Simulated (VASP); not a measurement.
A run of VASP 6.6.1 is set up as follows.

INCAR

```
SYSTEM = Si
PREC = Accurate ; ENCUT = 520
EDIFF = 1E-7 ; ISMEAR = 1
SIGMA = 0.1 ; LREAL = .False.
LASPH = .True. ; NELM = 60
ALGO = Normal ; ISIF = 2
LWAVE = .False. ; LCHARG = .True.
GGA = PS ; LELF = .True.
LVHAR = .True. ; NBANDS = 21
```

The input KPOINTS:

```
regular mesh
0
Gamma
  6 6 6
  0 0 0
```

Contents of POSCAR:

```
Si
1.0
   -3.3360830000      3.3360830000      3.3360830000
    3.3360830000     -3.3360830000      3.3360830000
    3.3360830000      3.3360830000     -3.3360830000
Si
6
Direct
    0.7500000000      0.2500000000      0.5000000000
    0.7500000000      0.5000000000      0.2500000000
    0.5000000000      0.2500000000      0.7500000000
    0.2500000000      0.5000000000      0.7500000000
    0.2500000000      0.7500000000      0.5000000000
    0.5000000000      0.7500000000      0.2500000000
```

Potentials or basis: VASP PAW PBE potentials, release 64 (Si).

The run is started by

```bash
$ cat potpaw_PBE.64/Si/POTCAR > POTCAR
$ mpirun -np 1 vasp_std > vasp.out
```

(1) Predict the pressure.

Results:

(1) 0.7 GPa.

Caveat: the PAW data sets were made with another functional, which shifts forces and pressure a little.
